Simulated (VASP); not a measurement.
# InAs (I4mm) in VASP: notebook

InAs is run at these levels: LDA; tasks: single point.

Everything below comes from runs of VASP 6.6.1. Logs are shortened: lines on timing, memory, paths and dates and some standing lists are left out, and cuts for length are marked.

## (1) The cell of the first run

The structure is tetragonal, space group I4mm (No. 107). Conventional cell: a = 3.895 Å, b = 3.895 Å, c = 5.509 Å, α = 90.00°, β = 90.00°, γ = 90.00°. Within 3.2 Å of In (site symmetry 4mm) lie 6 As at 2.44 to 3.07 Å. As (site symmetry 4mm) has 6 In at 2.44 to 3.07 Å within 3.2 Å.

## (2) Single point, LDA

Contents of INCAR:

```
SYSTEM = InAs
PREC = Accurate
ENCUT = 500
EDIFF = 1E-6
ISMEAR = 0
SIGMA = 0.15
LREAL = .FALSE.
LASPH = .TRUE.
NELM = 120
ALGO = Normal
ISIF = 2
LWAVE = .FALSE.
LCHARG = .FALSE.
NBANDS = 16
GGA_COMPAT = .FALSE.
```

Contents of KPOINTS:

```
Automatic mesh
0
G
  14 14 14
  0 0 0
```

Contents of POSCAR:

```
InAs
1.0
    0.0000000000      2.7543114896      2.7543114896
    2.7543114896      0.0000000000      2.7543114896
    2.7543114896      2.7543114896      0.0000000000
In As
1 1
Direct
    0.4776364237      0.5223635763      0.5223635763
    0.0342723764     -0.0342723764     -0.0342723764
```

Potentials or basis: VASP PAW LDA potentials, release 64 (In_d, As).

On the command line:

```bash
$ cat potpaw_LDA.64/In_d/POTCAR potpaw_LDA.64/As/POTCAR > POTCAR
$ mpirun -np 1 vasp_std > vasp.out
```

OUTCAR:

```text
SYSTEM = InAs
   PREC = Accurate
   ENCUT = 500
   EDIFF = 1E-6
   ISMEAR = 0
   LREAL = .FALSE.
   LASPH = .TRUE.
   NELM = 120
   ISIF = 2

 ion  position               nearest neighbor table
   1  0.478  0.522  0.522-   2 2.44   2 2.77   2 2.77   2 2.77   2 2.77   2 3.07
   2  0.034  0.966  0.966-   1 2.44   1 2.77   1 2.77   1 2.77   1 2.77   1 3.07

  LATTYP: Found a face centered cubic cell.
 ALAT       =     5.5086229792

  Lattice vectors:

 A1 = (   0.0000000000,   2.7543114896,   2.7543114896)
 A2 = (   2.7543114896,   0.0000000000,   2.7543114896)
 A3 = (   2.7543114896,   2.7543114896,   0.0000000000)

Analysis of symmetry for initial positions (statically):
=====================================================================
 Subroutine PRICEL returns:
 Original cell was already a primitive cell.

 Routine SETGRP: Setting up the symmetry group for a
 face centered cubic supercell.

 Subroutine GETGRP returns: Found  8 space group operations
 (whereof  8 operations were pure point group operations)
 out of a pool of 48 trial point group operations.

The static configuration has the point symmetry C_4v.

Analysis of symmetry for dynamics (positions and initial velocities):
=====================================================================
 Subroutine PRICEL returns:
 Original cell was already a primitive cell.

 Routine SETGRP: Setting up the symmetry group for a
 face centered cubic supercell.

 Subroutine GETGRP returns: Found  8 space group operations
 (whereof  8 operations were pure point group operations)
 out of a pool of 48 trial point group operations.

The dynamic configuration has the point symmetry C_4v.

 Subroutine INISYM returns: Found  8 space group operations
 (whereof  8 operations are pure point group operations),
 and found     1 'primitive' translations

----------------------------------------------------------------------------------------

                                     Primitive cell

  volume of cell :      41.7897

  direct lattice vectors                    reciprocal lattice vectors
     0.000000000  2.754311490  2.754311490    -0.181533571  0.181533571  0.181533571
     2.754311490  0.000000000  2.754311490     0.181533571 -0.181533571  0.181533571
     2.754311490  2.754311490  0.000000000     0.181533571  0.181533571 -0.181533571

  length of vectors
     3.895184664  3.895184664  3.895184664     0.314425368  0.314425368  0.314425368

  position of ions in fractional coordinates (direct lattice)
     0.477636424  0.522363576  0.522363576
     0.034272376  0.965727624  0.965727624

  ion indices of the primitive-cell ions
   primitive index   ion index
                 1           1
                 2           2

----------------------------------------------------------------------------------------

 KPOINTS: Automatic mesh

Automatic generation of k-mesh.
 Grid dimensions read from file:
 generate k-points for:   14   14   14

 Generating k-lattice:

  Cartesian coordinates                     Fractional coordinates (reciprocal lattice)
    -0.012966684  0.012966684  0.012966684     0.071428571  0.000000000  0.000000000
     0.012966684 -0.012966684  0.012966684     0.000000000  0.071428571  0.000000000
     0.012966684  0.012966684 -0.012966684     0.000000000  0.000000000  0.071428571

  Length of vectors
     0.022458955  0.022458955  0.022458955

  Shift w.r.t. Gamma in fractional coordinates (k-lattice)
     0.000000000  0.000000000  0.000000000

 Subroutine IBZKPT returns following result:
 ===========================================

 Found    244 irreducible k-points:

 Following reciprocal coordinates:
            Coordinates               Weight
  0.000000  0.000000  0.000000      1.000000
  0.071429  0.000000  0.000000      8.000000
  0.142857  0.000000  0.000000      8.000000
  0.214286  0.000000  0.000000      8.000000
  0.285714  0.000000  0.000000      8.000000
  0.357143  0.000000  0.000000      8.000000
[... 16 lines left out ...]
 -0.428571  0.071429  0.000000     16.000000
  0.000000 -0.428571  0.071429      8.000000
 [... further k-points ...]
   k-points           NKPTS =    244   k-points in BZ     NKDIM =    244   number of bands    NBANDS=     16
   number of dos      NEDOS =    301   number of ions     NIONS =      2
   total plane-waves  NPLWV =  21952
   dimension x,y,z NGX =    28 NGY =   28 NGZ =   28
   dimension x,y,z NGXF=    56 NGYF=   56 NGZF=   56
   ions per type =               1   1
   NGX,Y,Z   is equivalent  to a cutoff of  11.95, 11.95, 11.95 a.u.
   NGXF,Y,Z  is equivalent  to a cutoff of  23.90, 23.90, 23.90 a.u.
 SYSTEM =  InAs
   PREC   = accura    normal or accurate (medium, high low for compatibility)
   ISTART =      0    job   : 0-new  1-cont  2-samecut
   ICHARG =      2    charge: 1-file 2-atom 10-const
   ISPIN  =      1    spin polarized calculation?
   LNONCOLLINEAR =      F non collinear calculations
   LSORBIT =      F    spin-orbit coupling
   LASPH  =      T    aspherical Exc in radial PAW
   ENCUT  =  500.0 eV  36.75 Ry    6.06 a.u.   7.10  7.10  7.10*2*pi/ulx,y,z
   NELM   =    120;   NELMIN=  2; NELMDL= -5     # of ELM steps
   EDIFF  = 0.1E-05   stopping-criterion for ELM
   LREAL  =      F    real-space projection
   EDIFFG = 0.1E-04   stopping-criterion for IOM
   NSW    =      0    number of steps for IOM
   IBRION =     -1    ionic relax: 0-MD 1-quasi-New 2-CG
   NFREE  =      0    steps in history (QN), initial steepest desc. (CG)
   ISIF   =      2    stress and relaxation
   ISYM   =      2    0-nonsym 1-usesym 2-fastsym
   POTIM  = 0.5000    time-step for ionic-motion
   TEBEG  =    0.0;   TEEND  =   0.0 temperature during run
   PSTRESS=    0.0 pullay stress
   NELECT =      18.0000    total number of electrons
   NUPDOWN=      -1.0000    fix difference up-down
   EMIN   =  10.00;   EMAX   =-10.00  energy-range for DOS
   EFERMI =   0.00;   METHOD = LEGACY
   ISMEAR =     0;   SIGMA  =   0.15  broadening in eV -4-tet -1-fermi 0-gaus
   EFERMI_NEDOS =   21; number of points for ismear=-14 and -15
   IALGO  =     38    algorithm
   IMIX   =      4    mixing-type and parameters
     AMIX     =   0.40;   BMIX     =  1.00
     AMIX_MAG =   1.60;   BMIX_MAG =  1.00
  volume/ion in A,a.u.               =      20.89       141.01
  Fermi-wavevector in a.u.,A,eV,Ry     =   1.236353  2.336369 20.797452  1.528570
  Thomas-Fermi vector in A             =   2.370965
   LORBIT       =      0    0 simple, 1 ext, 2 COOP (PROOUT), +10 PAW based schemes
   GGA     = CA    functional components
   LHFCALC =     F    Hartree Fock is set to
   AEXX    =    0.0000 exact exchange contribution
   IVDW    =     0    specifies the selected vdW correction
   LEPSILON=     F    determine dielectric tensor
   LRPA    =     F    only Hartree local field effects (RPA)
 non-spin polarized calculation
 Gauss-broadening in eV      SIGMA  =   0.15
  energy-cutoff  :      500.00
  volume of cell :       41.79
 maximum number of plane-waves:      1073
   NGX = 15   NGY = 15   NGZ = 15

 number of electron      18.0000001 magnetization

 Free energy of the ion-electron system (eV)
  ---------------------------------------------------
  ext. energy  EPLUGINS =         0.00000000
  ---------------------------------------------------
  free energy    TOTEN  =        -8.51462961 eV

  energy without entropy =       -8.50247614  energy(sigma->0) =       -8.50855288

 E-fermi :   7.2415     XC(G=0): -10.9187

 val. band max:        7.2305538958   @ k =  -0.1429   0.2143   0.0714
 cond. band min:       7.2419590071   @ k =  -0.0714   0.0714   0.0000
 fundamental gap:      0.0114051114
 Fermi energy:         7.2414762173

 k-point     1 :       0.0000    0.0000    0.0000
  band No.  band energies     occupation
      1      -7.2801      2.00000
      2      -7.1732      2.00000
      3      -7.1732      2.00000
      4      -7.1582      2.00000
      5      -7.1345      2.00000
      6      -5.8047      2.00000
[... 8 lines left out ...]
     15      16.0657      0.00000
     16      16.1316      0.00000

 k-point     2 :       0.0714    0.0000    0.0000
  band No.  band energies     occupation
      1      -7.2854      2.00000
      2      -7.1723      2.00000
      3      -7.1720      2.00000
      4      -7.1584      2.00000
      5      -7.1324      2.00000
      6      -5.7370      2.00000
[... 8 lines left out ...]
     15      15.8130      0.00000
     16      15.8552      0.00000

 k-point     3 :       0.1429    0.0000    0.0000
  band No.  band energies     occupation
      1      -7.3003      2.00000
      2      -7.1797      2.00000
      3      -7.1699      2.00000
      4      -7.1491      2.00000
      5      -7.1258      2.00000
      6      -5.5366      2.00000
[... 8 lines left out ...]
     15      15.6800      0.00000
     16      15.7521      0.00000

 k-point     4 :       0.2143    0.0000    0.0000
  band No.  band energies     occupation
      1      -7.3211      2.00000
      2      -7.1952      2.00000
      3      -7.1698      2.00000
      4      -7.1307      2.00000
      5      -7.1134      2.00000
      6      -5.2131      2.00000
[... 8 lines left out ...]
     15      16.0897      0.00000
     16      16.1004      0.00000
[... 324 lines left out ...]
 k-point    22 :       0.0000    0.5000    0.0714
  band No.  band energies     occupation
      1      -7.3983      2.00000
      2      -7.2371      2.00000
      3      -7.1770      2.00000
      4      -7.0710      2.00000
      5      -7.0707      2.00000
      6      -3.6226      2.00000
[... 8 lines left out ...]
     15      19.5360      0.00000
     16      19.7643      0.00000

 k-point    23 :      -0.4286    0.0714    0.0000
  band No.  band energies     occupation
      1      -7.3857      2.00000
      2      -7.2454      2.00000
      3      -7.1771      2.00000
      4      -7.0782      2.00000
      5      -7.0672      2.00000
      6      -3.6945      2.00000
[... 8 lines left out ...]
     15      18.7510      0.00000
     16      19.9906      0.00000

 k-point    24 :       0.0000   -0.4286    0.0714
  band No.  band energies     occupation
      1      -7.3927      2.00000
      2      -7.2392      2.00000
      3      -7.1769      2.00000
      4      -7.0764      2.00000
      5      -7.0694      2.00000
      6      -3.6898      2.00000
[... 8 lines left out ...]
     15      18.7484      0.00000
     16      20.0884      0.00000

 [... further k-points ...]
[... 5 lines left out ...]
  --------------------------------------------------------------------------------------
  -------------------------------------------------------------------------------------
  Total        4.8368392      0.7912983      0.7912983     -0.0000000     -0.0000000      0.0000000
  in kB      185.4398540     30.3376298     30.3376298     -0.0000000     -0.0000000      0.0000000
  external PRESSURE =      82.0383712 kB  Pullay stress =       0.0000000 kB

 VOLUME and BASIS-vectors are now :
 -----------------------------------------------------------------------------
  energy-cutoff  :      500.00
  volume of cell :       41.79
      direct lattice vectors                 reciprocal lattice vectors
     0.000000000  2.754311490  2.754311490    -0.181533571  0.181533571  0.181533571
     2.754311490  0.000000000  2.754311490     0.181533571 -0.181533571  0.181533571
     2.754311490  2.754311490  0.000000000     0.181533571  0.181533571 -0.181533571

 POSITION                                       TOTAL-FORCE (eV/Angst)
 -----------------------------------------------------------------------------------
      2.87750      2.75431      2.75431        -1.743219      0.000000      0.000000
      5.31983      2.75431      2.75431         1.743219      0.000000      0.000000
 -----------------------------------------------------------------------------------
    total drift:                               -0.000065      0.000000      0.000000

  FREE ENERGIE OF THE ION-ELECTRON SYSTEM (eV)
  ---------------------------------------------------
  free  energy   TOTEN  =        -8.5146296131 eV

  energy  without entropy=       -8.5024761372  energy(sigma->0) =       -8.50855288
```

It took 1.7 min on 1 thread of Intel Xeon 6975P-C, shared host; peak memory 0.27 GiB.

What came out:

| Property | Result |
| --- | --- |
| Free energy | -8.5146 eV |
| Pressure | 8.2 GPa |
| Largest force | 1.743 eV/Å |
| Band gap on the k mesh | zero (band 9 reaches 7.77 eV, above the bottom of band 10 at 4.82 eV) |

Forces in eV/Å, atoms in the order of the input:
```
In  -1.743  0.000  0.000
As   1.743  0.000  0.000
```

Stress tensor (GPa, compression positive):
```
18.54  0.00  0.00
 0.00  3.03  0.00
 0.00  0.00  3.03
```

Caveat: spin-orbit coupling is left out, which moves the levels of the heavy elements; forces of over 1 eV/Å act on the atoms, so gaps and moduli don't describe the material at rest.

## (3) Single point, LDA

This run uses another cell than the first one, of 21.43 Å³/atom, 1.026 times its volume.

Contents of INCAR:

```
SYSTEM = InAs
PREC     = Accurate       ! precision mode
ENCUT    = 500            ! plane-wave cutoff, eV
EDIFF    = 1E-6           ! SCF threshold, eV
ISMEAR   = 0              ! smearing method
SIGMA    = 0.15           ! smearing width, eV
LREAL    = .FALSE.        ! projectors in reciprocal space
LASPH    = .TRUE.         ! aspherical terms in the spheres
NELM     = 120            ! most SCF steps
ALGO     = Normal         ! electronic algorithm
ISIF     = 2              ! what is computed and relaxed
LWAVE    = .FALSE.        ! write WAVECAR
LCHARG   = .FALSE.        ! write CHGCAR
NBANDS   = 16             ! bands
GGA_COMPAT= .FALSE.
```

Contents of KPOINTS:

```
regular mesh
0
G
  14 14 14
  0 0 0
```

Contents of POSCAR:

```
InAs
1.0
    0.0000000000      2.7778406430      2.7778406430
    2.7778406430      0.0000000000      2.7778406430
    2.7778406430      2.7778406430      0.0000000000
In As
1 1
Direct
    0.4664546356      0.5335453644      0.5335453644
    0.0514085645     -0.0514085645     -0.0514085645
```

Potentials or basis: VASP PAW LDA potentials, release 64 (In_d, As).

On the command line:

```bash
$ cat potpaw_LDA.64/In_d/POTCAR potpaw_LDA.64/As/POTCAR > POTCAR
$ mpirun -np 1 vasp_std > vasp.out
```

Wall time 2.7 min (1 thread of Intel Xeon 6975P-C, shared host); peak memory 0.28 GiB.

Results (log left out):

```
Free energy            : -8.1753 eV
Pressure               : 10.3 GPa
Largest force          : 3.538 eV/Å
Band gap on the k mesh : zero (band 9 reaches 7.44 eV, above the bottom of band 10 at 4.92 eV)
```

Forces in eV/Å, atoms in the order of the input:
```
In  -3.538  0.000  0.000
As   3.538  0.000  0.000
```

Stress tensor (GPa, compression positive):
```
32.62  0.00  0.00
 0.00 -0.79  0.00
 0.00  0.00 -0.79
```

Levels at points of the mesh, in eV from the Fermi level:
```tsv
k point	band 5	band 6	band 7	band 8	band 9	band 10	band 11	band 12	band 13	band 14
(0.00, 0.00, 0.00)	-14.37	-12.85	-0.30	0.11	0.12	0.12	5.97	5.97	7.29	8.51
(0.50, 0.00, 0.00)	-14.32	-10.81	-6.95	-0.29	0.15	2.24	3.57	4.28	5.22	10.72
(0.50, 0.50, 0.00)	-14.27	-9.82	-5.26	-3.20	-2.13	-1.95	3.14	10.43	10.93	11.12
(0.00, 0.50, 0.50)	-14.34	-9.56	-6.09	-2.50	-2.50	-1.99	3.83	10.20	10.20	11.29
```

Caveat: spin-orbit coupling is left out, which moves the levels of the heavy elements; forces of over 1 eV/Å act on the atoms, so gaps and moduli don't describe the material at rest.
